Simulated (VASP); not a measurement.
# Cd (Fm-3m) in VASP: a series of runs

Runs on Cd. Level: PBE. Tasks: single point, relaxation of cell and atoms.

Everything below comes from runs of VASP 6.6.1. Logs are shortened: lines on timing, memory, paths and dates and some standing lists are left out, and cuts for length are marked.

## Step 1: The cell of the first run

The structure is cubic, space group Fm-3m (No. 225). Conventional cell: a = 4.508 Å, b = 4.508 Å, c = 4.508 Å, α = 90.00°, β = 90.00°, γ = 90.00°. Cd (site symmetry m-3m) has 12 Cd at 3.19 Å within 4.2 Å.

## Step 2: Single point, PBE

Contents of INCAR:

```
SYSTEM = Cd
PREC = Accurate
ENCUT = 520
EDIFF = 1E-6
ISMEAR = 0
SIGMA = 0.1
LREAL = .FALSE.
LASPH = .TRUE.
NELM = 80
ALGO = Fast
ISIF = 2
LWAVE = .FALSE.
LCHARG = .FALSE.
GGA = PE
NBANDS = 12
```

Contents of KPOINTS:

```
regular mesh
0
G
  16 16 16
  0 0 0
```

Contents of POSCAR:

```
Cd
1.0
    0.0000000000      2.2541534960      2.2541534960
    2.2541534960      0.0000000000      2.2541534960
    2.2541534960      2.2541534960      0.0000000000
Cd
1
Direct
    0.0000000000      0.0000000000      0.0000000000
```

Potentials or basis: VASP PAW PBE potentials, release 64 (Cd).

Started as:

```console
$ cat potpaw_PBE.64/Cd/POTCAR > POTCAR
$ mpirun -np 1 vasp_std > vasp.out
```

OUTCAR:

```text
SYSTEM = Cd
   PREC = Accurate
   ENCUT = 520
   EDIFF = 1E-6
   ISMEAR = 0
   LREAL = .FALSE.
   LASPH = .TRUE.
   NELM = 80
   ISIF = 2
   GGA = PE

 ion  position               nearest neighbor table
   1  0.000  0.000  0.000-

  LATTYP: Found a face centered cubic cell.
 ALAT       =     4.5083069920

  Lattice vectors:

 A1 = (   0.0000000000,   2.2541534960,   2.2541534960)
 A2 = (   2.2541534960,   0.0000000000,   2.2541534960)
 A3 = (   2.2541534960,   2.2541534960,   0.0000000000)

Analysis of symmetry for initial positions (statically):
=====================================================================
 Subroutine PRICEL returns:
 Original cell was already a primitive cell.

 Routine SETGRP: Setting up the symmetry group for a
 face centered cubic supercell.

 Subroutine GETGRP returns: Found 48 space group operations
 (whereof 48 operations were pure point group operations)
 out of a pool of 48 trial point group operations.

The static configuration has the point symmetry O_h .

Analysis of symmetry for dynamics (positions and initial velocities):
=====================================================================
 Subroutine PRICEL returns:
 Original cell was already a primitive cell.

 Routine SETGRP: Setting up the symmetry group for a
 face centered cubic supercell.

 Subroutine GETGRP returns: Found 48 space group operations
 (whereof 48 operations were pure point group operations)
 out of a pool of 48 trial point group operations.

The dynamic configuration has the point symmetry O_h .

 Subroutine INISYM returns: Found 48 space group operations
 (whereof 48 operations are pure point group operations),
 and found     1 'primitive' translations

----------------------------------------------------------------------------------------

                                     Primitive cell

  volume of cell :      22.9076

  direct lattice vectors                    reciprocal lattice vectors
     0.000000000  2.254153496  2.254153496    -0.221812756  0.221812756  0.221812756
     2.254153496  0.000000000  2.254153496     0.221812756 -0.221812756  0.221812756
     2.254153496  2.254153496  0.000000000     0.221812756  0.221812756 -0.221812756

  length of vectors
     3.187854446  3.187854446  3.187854446     0.384190964  0.384190964  0.384190964

  position of ions in fractional coordinates (direct lattice)
     0.000000000  0.000000000  0.000000000

[... 75 lines left out ...]
   EDIFF  = 0.1E-05   stopping-criterion for ELM
   LREAL  =      F    real-space projection
   EDIFFG = 0.1E-04   stopping-criterion for IOM
   NSW    =      0    number of steps for IOM
   IBRION =     -1    ionic relax: 0-MD 1-quasi-New 2-CG
   NFREE  =      0    steps in history (QN), initial steepest desc. (CG)
   ISIF   =      2    stress and relaxation
   ISYM   =      2    0-nonsym 1-usesym 2-fastsym
   POTIM  = 0.5000    time-step for ionic-motion
   TEBEG  =    0.0;   TEEND  =   0.0 temperature during run
   PSTRESS=    0.0 pullay stress
   NELECT =      12.0000    total number of electrons
   NUPDOWN=      -1.0000    fix difference up-down
   EMIN   =  10.00;   EMAX   =-10.00  energy-range for DOS
   EFERMI =   0.00;   METHOD = LEGACY
   ISMEAR =     0;   SIGMA  =   0.10  broadening in eV -4-tet -1-fermi 0-gaus
   EFERMI_NEDOS =   21; number of points for ismear=-14 and -15
   IALGO  =     68    algorithm
   IMIX   =      4    mixing-type and parameters
     AMIX     =   0.40;   BMIX     =  1.00
     AMIX_MAG =   1.60;   BMIX_MAG =  1.00
  volume/ion in A,a.u.               =      22.91       154.59
  Fermi-wavevector in a.u.,A,eV,Ry     =   1.319700  2.493871 23.696003  1.741607
  Thomas-Fermi vector in A             =   2.449579
   LORBIT       =      0    0 simple, 1 ext, 2 COOP (PROOUT), +10 PAW based schemes
   GGA     = PE    functional components
   LHFCALC =     F    Hartree Fock is set to
   AEXX    =    0.0000 exact exchange contribution
   IVDW    =     0    specifies the selected vdW correction
   LEPSILON=     F    determine dielectric tensor
   LRPA    =     F    only Hartree local field effects (RPA)
 non-spin polarized calculation
 RMM-DIIS sequential band-by-band and
 Gauss-broadening in eV      SIGMA  =   0.10
  energy-cutoff  :      520.00
  volume of cell :       22.91
 maximum number of plane-waves:       636
   NGX = 11   NGY = 11   NGZ = 11

 number of electron      11.9999992 magnetization

 Free energy of the ion-electron system (eV)
  ---------------------------------------------------
  ext. energy  EPLUGINS =         0.00000000
  ---------------------------------------------------
  free energy    TOTEN  =        -0.73771206 eV

  energy without entropy =       -0.73516021  energy(sigma->0) =       -0.73643613

 E-fermi :   2.4897     XC(G=0): -10.7324

 val. band max:        2.4878590002   @ k =   0.4375   0.0000   0.0000
 cond. band min:       2.5600421168   @ k =  -0.3125   0.3750   0.1250
 fundamental gap:      0.0721831167
 Fermi energy:         2.4897282929

 k-point     1 :       0.0000    0.0000    0.0000
  band No.  band energies     occupation
      1      -6.5146      2.00000
      2      -6.5146      2.00000
      3      -6.5146      2.00000
      4      -6.1071      2.00000
      5      -6.1071      2.00000
      6      -5.9385      2.00000
      7      16.2198      0.00000
      8      16.9699      0.00000
      9      16.9699      0.00000
     10      16.9699      0.00000
     11      20.2697      0.00000
     12      20.2697      0.00000
[... 331 lines left out ...]
 k-point    24 :      -0.0625    0.0625    0.0000
  band No.  band energies     occupation
      1      -6.5386      2.00000
      2      -6.4801      2.00000
      3      -6.4752      2.00000
      4      -6.1334      2.00000
      5      -6.1030      2.00000
      6      -5.6676      2.00000
      7      14.7352      0.00000
      8      14.8221      0.00000
      9      16.8182      0.00000
     10      17.3019      0.00000
     11      20.3181      0.00000
     12      20.3771      0.00000

 [... further k-points ...]
[... 5 lines left out ...]
  --------------------------------------------------------------------------------------
  -------------------------------------------------------------------------------------
  Total        0.0408276      0.0408276      0.0408276      0.0000000     -0.0000000      0.0000000
  in kB        2.8555102      2.8555102      2.8555102      0.0000000     -0.0000000      0.0000000
  external PRESSURE =       2.8555102 kB  Pullay stress =       0.0000000 kB

 VOLUME and BASIS-vectors are now :
 -----------------------------------------------------------------------------
  energy-cutoff  :      520.00
  volume of cell :       22.91
      direct lattice vectors                 reciprocal lattice vectors
     0.000000000  2.254153496  2.254153496    -0.221812756  0.221812756  0.221812756
     2.254153496  0.000000000  2.254153496     0.221812756 -0.221812756  0.221812756
     2.254153496  2.254153496  0.000000000     0.221812756  0.221812756 -0.221812756

 POSITION                                       TOTAL-FORCE (eV/Angst)
 -----------------------------------------------------------------------------------
      0.00000      0.00000      0.00000         0.000000      0.000000      0.000000
 -----------------------------------------------------------------------------------
    total drift:                                0.000000      0.000000      0.000000

  FREE ENERGIE OF THE ION-ELECTRON SYSTEM (eV)
  ---------------------------------------------------
  free  energy   TOTEN  =        -0.7377120553 eV

  energy  without entropy=       -0.7351602131  energy(sigma->0) =       -0.73643613
```

stdout:

```text
POSCAR found type information on POSCAR Cd
 POSCAR found :  1 types and       1 ions
 scaLAPACK will be used
 LDA part: xc-table for (Slater+PW92), standard interpolation
 POSCAR, INCAR and KPOINTS ok, starting setup
 FFT: planning ... GRIDC
 FFT: planning ... GRID_SOFT
 FFT: planning ... GRID
 WAVECAR not read
 entering main loop
```

Run time: 44 s. Hardware: 1 thread of Intel Xeon 6975P-C, shared host; peak memory 0.16 GiB.

What came out:

| Item | Value |
| --- | --- |
| Free energy | -0.7377 eV |
| Pressure | 0.3 GPa |
| Band gap on the k mesh | zero (band 6 reaches 4.34 eV, above the bottom of band 7 at 1.10 eV) |

## Step 3: Single point, PBE

Contents of INCAR:

```
ALGO     = Fast           # electronic algorithm
EDIFF    = 1E-6           # SCF threshold, eV
ENCUT    = 520            # plane-wave cutoff, eV
GGA      = PE             # functional
ISIF     = 2              # what is computed and relaxed
ISMEAR   = 0              # smearing method
LASPH    = True           # aspherical terms in the spheres
LCHARG   = False          # write CHGCAR
LREAL    = False          # projectors in reciprocal space
LWAVE    = False          # write WAVECAR
NBANDS   = 12             # bands
NELM     = 60             # most SCF steps
PREC     = Accurate       # precision mode
SIGMA    = 0.15           # smearing width, eV
```

Contents of KPOINTS:

```
k-points
0
Gamma
  18 18 18
```

POSCAR is that of step 2.

Potentials or basis: VASP PAW PBE potentials, release 64 (Cd).

Started as:

```console
$ cat potpaw_PBE.64/Cd/POTCAR > POTCAR
$ mpirun -np 1 vasp_std > vasp.out
```

OUTCAR:

```text
EDIFF = 1E-6
   ENCUT = 520
   GGA = PE
   ISIF = 2
   ISMEAR = 0
   LASPH = True
   LREAL = False
   NELM = 60
   PREC = Accurate

 ion  position               nearest neighbor table
   1  0.000  0.000  0.000-

  LATTYP: Found a face centered cubic cell.
 ALAT       =     4.5083069920

  Lattice vectors:

 A1 = (   0.0000000000,   2.2541534960,   2.2541534960)
 A2 = (   2.2541534960,   0.0000000000,   2.2541534960)
 A3 = (   2.2541534960,   2.2541534960,   0.0000000000)

Analysis of symmetry for initial positions (statically):
=====================================================================
 Subroutine PRICEL returns:
 Original cell was already a primitive cell.

 Routine SETGRP: Setting up the symmetry group for a
 face centered cubic supercell.

 Subroutine GETGRP returns: Found 48 space group operations
 (whereof 48 operations were pure point group operations)
 out of a pool of 48 trial point group operations.

The static configuration has the point symmetry O_h .

Analysis of symmetry for dynamics (positions and initial velocities):
=====================================================================
 Subroutine PRICEL returns:
 Original cell was already a primitive cell.

 Routine SETGRP: Setting up the symmetry group for a
 face centered cubic supercell.

 Subroutine GETGRP returns: Found 48 space group operations
 (whereof 48 operations were pure point group operations)
 out of a pool of 48 trial point group operations.

The dynamic configuration has the point symmetry O_h .

 Subroutine INISYM returns: Found 48 space group operations
 (whereof 48 operations are pure point group operations),
 and found     1 'primitive' translations

----------------------------------------------------------------------------------------

                                     Primitive cell

  volume of cell :      22.9076

  direct lattice vectors                    reciprocal lattice vectors
[... 108 lines left out ...]
  Thomas-Fermi vector in A             =   2.449579
   LORBIT       =      0    0 simple, 1 ext, 2 COOP (PROOUT), +10 PAW based schemes
   GGA     = PE    functional components
   LHFCALC =     F    Hartree Fock is set to
   AEXX    =    0.0000 exact exchange contribution
   IVDW    =     0    specifies the selected vdW correction
   LEPSILON=     F    determine dielectric tensor
   LRPA    =     F    only Hartree local field effects (RPA)
 non-spin polarized calculation
 RMM-DIIS sequential band-by-band and
 Gauss-broadening in eV      SIGMA  =   0.15
  energy-cutoff  :      520.00
  volume of cell :       22.91
 maximum number of plane-waves:       636
   NGX = 11   NGY = 11   NGZ = 11

 number of electron      11.9999992 magnetization

 Free energy of the ion-electron system (eV)
  ---------------------------------------------------
  ext. energy  EPLUGINS =         0.00000000
  ---------------------------------------------------
  free energy    TOTEN  =        -0.74189352 eV

  energy without entropy =       -0.73779405  energy(sigma->0) =       -0.73984379

 E-fermi :   2.4415     XC(G=0): -10.7333

 val. band max:        2.4255133300   @ k =  -0.3889   0.5000   0.1111
 cond. band min:       2.4800782217   @ k =   0.5000   0.1111   0.0556
 fundamental gap:      0.0545648917
 Fermi energy:         2.4414877261

 k-point     1 :       0.0000    0.0000    0.0000
  band No.  band energies     occupation
      1      -6.5173      2.00000
      2      -6.5173      2.00000
      3      -6.5173      2.00000
      4      -6.1097      2.00000
      5      -6.1097      2.00000
      6      -5.9394      2.00000
      7      16.2189      0.00000
      8      16.9692      0.00000
      9      16.9692      0.00000
     10      16.9692      0.00000
     11      20.2686      0.00000
     12      20.2686      0.00000
[... 331 lines left out ...]
 k-point    24 :      -0.2222    0.0556    0.0000
  band No.  band energies     occupation
      1      -6.6914      2.00000
      2      -6.4287      2.00000
      3      -6.4102      2.00000
      4      -6.1066      2.00000
      5      -6.0282      2.00000
      6      -4.3060      2.00000
      7       8.9241      0.00000
      8      13.8496      0.00000
      9      16.6513      0.00000
     10      16.6848      0.00000
     11      19.3190      0.00000
     12      19.5395      0.00000

 [... further k-points ...]
[... 5 lines left out ...]
  --------------------------------------------------------------------------------------
  -------------------------------------------------------------------------------------
  Total        0.0225879      0.0225879      0.0225879      0.0000000      0.0000000     -0.0000000
  in kB        1.5798144      1.5798144      1.5798144      0.0000000      0.0000000     -0.0000000
  external PRESSURE =       1.5798144 kB  Pullay stress =       0.0000000 kB

 VOLUME and BASIS-vectors are now :
 -----------------------------------------------------------------------------
  energy-cutoff  :      520.00
  volume of cell :       22.91
      direct lattice vectors                 reciprocal lattice vectors
     0.000000000  2.254153496  2.254153496    -0.221812756  0.221812756  0.221812756
     2.254153496  0.000000000  2.254153496     0.221812756 -0.221812756  0.221812756
     2.254153496  2.254153496  0.000000000     0.221812756  0.221812756 -0.221812756

 POSITION                                       TOTAL-FORCE (eV/Angst)
 -----------------------------------------------------------------------------------
      0.00000      0.00000      0.00000        -0.000000      0.000000      0.000000
 -----------------------------------------------------------------------------------
    total drift:                               -0.000000      0.000000      0.000000

  FREE ENERGIE OF THE ION-ELECTRON SYSTEM (eV)
  ---------------------------------------------------
  free  energy   TOTEN  =        -0.7418935188 eV

  energy  without entropy=       -0.7377940531  energy(sigma->0) =       -0.73984379
```

Wall time 55 s (1 thread of Intel Xeon 6975P-C, shared host); peak memory 0.17 GiB.

Results:

```
Free energy            : -0.7419 eV
Pressure               : 0.2 GPa
Band gap on the k mesh : zero (band 6 reaches 4.03 eV, above the bottom of band 7 at 1.10 eV)
```

Levels at points of the mesh, in eV from the Fermi level:
```
           k point  band 4  band 5  band 6  band 7  band 8  band 9
(0.00, 0.00, 0.00)   -8.55   -8.55   -8.38   13.78   14.53   14.53
(0.50, 0.00, 0.00)   -8.21   -8.21   -2.08   -1.34   12.17   12.17
(0.50, 0.50, 0.00)   -8.13   -8.13   -0.63    1.26    6.68    6.68
```

## Step 4: Relaxation of cell and atoms, PBE

This run uses another cell than the first one, of 21.83 Å³/atom, 0.953 times its volume.

Contents of INCAR:

```
ALGO = Fast ; EDIFF = 1E-6
EDIFFG = -0.005 ; ENCUT = 600
GGA = PE ; IBRION = 2
ISIF = 3 ; ISMEAR = 0
LASPH = T ; LCHARG = F
LREAL = F ; LWAVE = F
NELM = 100 ; NSW = 100
PREC = Accurate ; SIGMA = 0.1
```

Contents of KPOINTS:

```
k-points
0
Gamma
  16 16 16
```

Contents of POSCAR:

```
Cd
1.0
    0.0000000000      2.2181497500      2.2181497500
    2.2181497500      0.0000000000      2.2181497500
    2.2181497500      2.2181497500      0.0000000000
Cd
1
Direct
    0.0000000000      0.0000000000      0.0000000000
```

Started as:

```console
$ cat potpaw_PBE.64/Cd/POTCAR > POTCAR
$ mpirun -np 1 vasp_std > vasp.out
```

Run time: 2.9 min. Hardware: 1 thread of Intel Xeon 6975P-C, shared host; peak memory 0.19 GiB.

It converged, with:

```
Free energy                            : -0.7367 eV
Relaxed volume                         : 23.00 Å³/atom
Relaxed cell                           : a = 3.192 Å, b = 3.192 Å, c = 3.192 Å, α = 60.00°, β = 60.00°, γ = 60.00°
Space group after relaxing (to 0.05 Å) : Fm-3m (No. 225)
Energy gained by relaxing              : 8.5 meV/atom
Ionic steps                            : 4
Pressure after relaxing                : 0.0 GPa
Band gap on the k mesh                 : zero (band 6 reaches 4.30 eV, above the bottom of band 7 at 1.07 eV)
```

Step by step:
| step | energy change (eV) | largest force (eV/Å) | pressure (GPa) | volume (Å³) |
| --- | --- | --- | --- | --- |
| 1 | 0.0000 | 0.0000 | 2.54 | 21.83 |
| 2 | -0.0085 | 0.0000 | 0.13 | 22.94 |
| 3 | -0.0085 | 0.0000 | -0.06 | 23.02 |
| 4 | -0.0085 | 0.0000 | -0.03 | 23.00 |

Final structure:
```
Cd
1.0
     0.00000    2.25713    2.25713
     2.25713    0.00000    2.25713
     2.25713    2.25713    0.00000
Cd
1
Direct
  0.00000 0.00000 0.00000
```

Levels at points of the mesh, in eV from the Fermi level:
| k point | band 2 | band 3 | band 4 | band 5 | band 6 | band 7 | band 8 | band 9 | band 10 |
| --- | --- | --- | --- | --- | --- | --- | --- | --- | --- |
| (0.00, 0.00, 0.00) | -8.99 | -8.99 | -8.59 | -8.59 | -8.40 | 13.72 | 14.44 | 14.44 | 14.44 |
| (0.50, 0.00, 0.00) | -8.99 | -8.99 | -8.26 | -8.26 | -2.11 | -1.39 | 12.09 | 12.09 | 12.84 |
| (0.50, 0.50, 0.00) | -9.49 | -8.28 | -8.17 | -8.17 | -0.66 | 1.20 | 6.62 | 6.62 | 10.68 |

## Step 5: Summary

| task | cell | k mesh | cutoff (eV) | smearing | gap on the mesh (eV) | pressure (GPa) |
| --- | --- | --- | --- | --- | --- | --- |
| single point | a = 3.188 Å, angles 60.0°, 1 atom | 16 × 16 × 16 | 520 | gaussian 0.1 eV | none | 0.3 |
| single point | a = 3.188 Å, angles 60.0°, 1 atom | 18 × 18 × 18 | 520 | gaussian 0.15 eV | none | 0.2 |
| relaxation of cell and atoms | relaxed from a = 3.137 Å, angles 60.0°, 1 atom | 16 × 16 × 16 | 600 | gaussian 0.1 eV | none | 0.0 |

Alike in all rows: level PBE; potentials or basis VASP PAW PBE potentials, release 64 (Cd); no spin polarisation.

Absolute energies hang on the potentials; compare differences alone.
